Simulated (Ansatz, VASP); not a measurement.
# Al: VASP beside Ansatz

The input INCAR:

```
ALGO = Normal
EDIFF = 1E-6
ENCUT = 520
GGA = RP
ISIF = 2
ISMEAR = -1
LASPH = True
LCHARG = False
LREAL = False
LWAVE = False
NBANDS = 14
NELM = 80
PREC = Accurate
SIGMA = 0.1
```

The input KPOINTS:

```
k-points
0
Gamma
  14 14 4
```

The input POSCAR:

```
Al
1.0
    2.9377132746      0.0000000000      0.0000000000
   -1.4688566373      2.5441343249      0.0000000000
    0.0000000000      0.0000000000      9.7485156806
Al
4
Direct
    0.0000000000      1.0000000000      0.0000000000
    0.0000000000      1.0000000000      0.5000000000
    0.3333333333      0.6666666667      0.2500000000
    0.6666666667      0.3333333333      0.7500000000
```

Input for Ansatz:

```yaml
crystal:
  lattice:
    - [2.9377132746, 0.0, 0.0]
    - [-1.4688566373, 2.5441343249, 0.0]
    - [0.0, 0.0, 9.7485156806]
  atoms:
    - { symbol: Al, position: [0.0, 1.0, 0.0] }
    - { symbol: Al, position: [0.0, 1.0, 0.5] }
    - { symbol: Al, position: [0.3333333333, 0.6666666667, 0.25] }
    - { symbol: Al, position: [0.6666666667, 0.3333333333, 0.75] }
hamiltonian:
  xc: rpbe
  pseudopotentials:
    kind: paw
    azcp:
      Al: "pseudopotentials/Al.paw.azcp"
basis:
  ecutwfc: 420
  fft_grid_basis: typed
kpoints:
  mp_grid: { grid: [14, 14, 4], shift: [0, 0, 0] }
magnetization:
  spin_polarized: false
scf:
  occupations: { method: fermi_dirac, width: 0.1 }
  lower_state_search: "off"
output:
  stress: true
  write_density: true
  write_potential: true
  elf: true
  volumetric_format: npy
```

Alike in both runs: task single point; functional RPBE; k mesh 14 × 14 × 4; occupations fermi-dirac, width 0.1 eV; no spin polarisation.

|  | VASP | Ansatz |
| --- | --- | --- |
| version | VASP 6.6.1 | Ansatz 0.2.0 |
| potentials or method | VASP PAW PBE potentials, release 64 (Al), cutoff 520 eV | plane waves (420 eV) with PAW, scalar-relativistic |
| valence electrons in the cell | 12 | 12 |

Ansatz gave:

- pressure (GPa): -4.8
- traceless stress, the component that is largest in VASP (GPa): 0.45

**Question.** What did VASP give for the same quantities?

**Answer.** Pressure (GPa): -5.0; traceless stress, the component that is largest in VASP (GPa): 0.46.

VASP's potentials were made for PBE, not for RPBE.
